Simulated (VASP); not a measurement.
# Al2Cu: relaxation of cell and atoms with PBEsol

Al2Cu:

```
Al Cu
1.0
    -2.98643    2.98643    2.40650
     2.98643   -2.98643    2.40650
     2.98643    2.98643   -2.40650
Al Cu
4 2
Cartesian
  0.9517 2.0347 2.4065
  0.9517 3.9381 0.0000
  2.0347 -0.9517 2.4065
  2.0347 0.9517 0.0000
  0.0000 0.0000 1.2032
  0.0000 0.0000 3.6097
```

```yaml
Program: VASP 6.6.1
Task: relaxation of cell and atoms
Functional: PBEsol
Potentials_or_basis: VASP PAW PBE potentials, release 64 (Al, Cu)
Cutoff: 600 eV
k_mesh: 10 × 10 × 10
Occupations: gaussian, width 0.1 eV
Spin: no spin polarisation
Target_pressure: 1 GPa
Dipole_correction: no
Further_INCAR_settings: ALGO = Fast; EDIFF = 1e-06; IBRION = 2; EDIFFG = -0.008; NSW = 70; ISIF = 3
```

The relaxed volume is 14.35 Å³/atom. The relaxed cell is a = 4.866 Å, b = 4.866 Å, c = 4.866 Å, α = 104.19°, β = 104.19°, γ = 120.64°, the space group after relaxing (to 0.1 Å) is I4/mcm (No. 140) and the energy change on relaxing (the run minimises the enthalpy) is -0.3 meV/atom. The ionic steps are 3, the pressure after relaxing is 1.0 GPa and the band gap on the k mesh is zero (bands 17 and 18 overlap by 4.43 eV).

Forces in eV/Å, atoms in the order of the input:
```
Al  -0.002  0.002  0.000
Al  -0.002 -0.002  0.000
Al   0.002  0.002  0.000
Al   0.002 -0.002  0.000
Cu   0.000  0.000  0.000
Cu   0.000  0.000  0.000
```

The path:
| step | energy change (eV) | largest force (eV/Å) | pressure (GPa) | volume (Å³) |
| --- | --- | --- | --- | --- |
| 1 | 0.0000 | 0.0095 | 1.27 | 85.85 |
| 2 | -0.0022 | 0.0019 | 0.88 | 86.15 |
| 3 | -0.0020 | 0.0030 | 1.04 | 86.11 |

Final structure:
```
Al Cu
1.0
    -2.98925    2.98925    2.40929
     2.98925   -2.98925    2.40929
     2.98925    2.98925   -2.40929
Al Cu
4 2
Cartesian
  0.9523 2.0369 2.4093
  0.9523 3.9416 0.0000
  2.0369 -0.9523 2.4093
  2.0369 0.9523 0.0000
  0.0000 0.0000 1.2046
  0.0000 0.0000 3.6139
```

Levels at points of the mesh, in eV from the Fermi level:
| k point | band 14 | band 15 | band 16 | band 17 | band 18 | band 19 | band 20 | band 21 |
| --- | --- | --- | --- | --- | --- | --- | --- | --- |
| (0.00, 0.00, 0.00) | -1.98 | -1.45 | -1.26 | -1.26 | -0.85 | -0.20 | 0.07 | 1.55 |
| (0.50, 0.00, 0.00) | -3.15 | -2.65 | -2.65 | 0.25 | 0.25 | 4.14 | 4.14 | 4.40 |
| (0.50, 0.50, 0.00) | -2.89 | -1.51 | -1.31 | -0.88 | -0.68 | 0.84 | 1.31 | 4.70 |
| (0.50, 0.50, 0.50) | -3.32 | -3.32 | -1.85 | 2.63 | 2.96 | 2.96 | 3.40 | 4.23 |

Wall time 13 min on 1 thread of AMD EPYC 9755 128-Core Processor, on a shared host, peak memory 0.36 GiB.

Caveat: the cell is relaxed towards a set pressure, so the run minimises the enthalpy, not the energy; the PAW data sets were made with another functional, which shifts forces and pressure a little.
